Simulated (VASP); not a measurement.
Set up this calculation in VASP 6.6.1, as the native input.

| Quantity | Value |
| --- | --- |
| Task | single point |
| Functional | PBE |
| Potentials or basis | VASP PAW PBE potentials, release 64 (Sn_d, Te) |
| Cutoff | 520 eV |
| k mesh | 10 × 10 × 10 |
| Occupations | gaussian, width 0.03 eV |
| Spin | no spin polarisation |
| Dipole correction | no |
| Further INCAR settings | ALGO = Normal; EDIFF = 1e-07; NBANDS = 17 |

The structure of SnTe lies in POSCAR:

```
SnTe
1.0
   -0.7825864728      3.2652745934      3.2652745934
    3.2652745934     -0.7825864728      3.2652745934
    3.2652745934      3.2652745934     -0.7825864728
Sn Te
1 1
Direct
    0.0000000000      0.0000000000      0.0000000000
    0.7500000000      0.7500000000      0.7500000000
```

This cell differs from its parent crystal: ratio of the length along [111] to the lengths across it x 0.71, volume and fractional coordinates fixed.

One way to write it, as run:

INCAR

```
SYSTEM = SnTe
PREC = Accurate
ENCUT = 520
EDIFF = 1E-7
ISMEAR = 0
SIGMA = 0.03
LREAL = .False.
LASPH = .True.
NELM = 100
ALGO = Normal
ISIF = 2
LWAVE = .False.
LCHARG = .True.
GGA = PE
LELF = .True.
LVHAR = .True.
NBANDS = 17
```

KPOINTS

```
regular mesh
0
Gamma
  10 10 10
  0 0 0
```

Potentials or basis: VASP PAW PBE potentials, release 64 (Sn_d, Te).

Run with:

```console
$ cat potpaw_PBE.64/Sn_d/POTCAR potpaw_PBE.64/Te/POTCAR > POTCAR
$ mpirun -np 1 vasp_std > vasp.out
```

It gave:

```
Pressure               : 4.4 GPa
Largest force          : 3.803 eV/Å
Band gap on the k mesh : 0.64 eV, indirect (least direct gap 1.13 eV)
```

Caveat: spin-orbit coupling is left out, which moves the levels of the heavy elements; forces of over 1 eV/Å act on the atoms, so gaps and moduli don't describe the material at rest.

Run time: 66 s on 1 thread of Intel(R) Xeon(R) 6975P-C (Granite Rapids), on a shared host, peak memory 0.34 GiB.
